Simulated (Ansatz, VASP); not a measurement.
## One calculation of Sb5O, two programs

```
Sb O
1.0
     4.59668    0.00000    0.00000
     0.00000    4.59668    0.00000
     0.00000    0.00000    9.13242
Sb O
5 1
Direct
  0.00000 0.50000 0.50000
  0.50000 0.00000 0.50000
  0.00000 0.00000 0.83665
  0.00000 0.00000 0.16335
  0.00000 0.00000 0.50000
  0.50000 0.50000 0.00000
```

Alike in both runs: task single point; functional PBE; k mesh 4 × 4 × 2; occupations gaussian, width 0.1 eV; no spin polarisation.

|  | VASP | Ansatz |
| --- | --- | --- |
| version | VASP 6.6.1 | Ansatz 0.2.0 |
| potentials or method | VASP PAW PBE potentials, release 64 (Sb, O), cutoff 520 eV | scalar-relativistic, plane waves, PAW |
| valence electrons in the cell | 31 | 81 |

Ansatz gave:

* gap on the k mesh at the Fermi level (eV): none
* pressure (GPa): 23.3
* traceless stress, the component that is largest in VASP (GPa): -26.71
* rms of the force components (eV/Å): 0.602

Problem. What did VASP give for the same quantities?

Solution. gap on the k mesh at the Fermi level (eV): none; pressure (GPa): 23.5; traceless stress, the component that is largest in VASP (GPa): -26.93; rms of the force components (eV/Å): 0.609.

Atom by atom the forces differ by 0.008 eV/Å (rms over components). A gap of «none» marks a metal or a gap that the smearing closes. VASP's potentials hold 31 valence electrons a cell and Ansatz's 81, so a difference there can come from the potentials and not from the codes.

Neither program's run includes spin-orbit coupling.
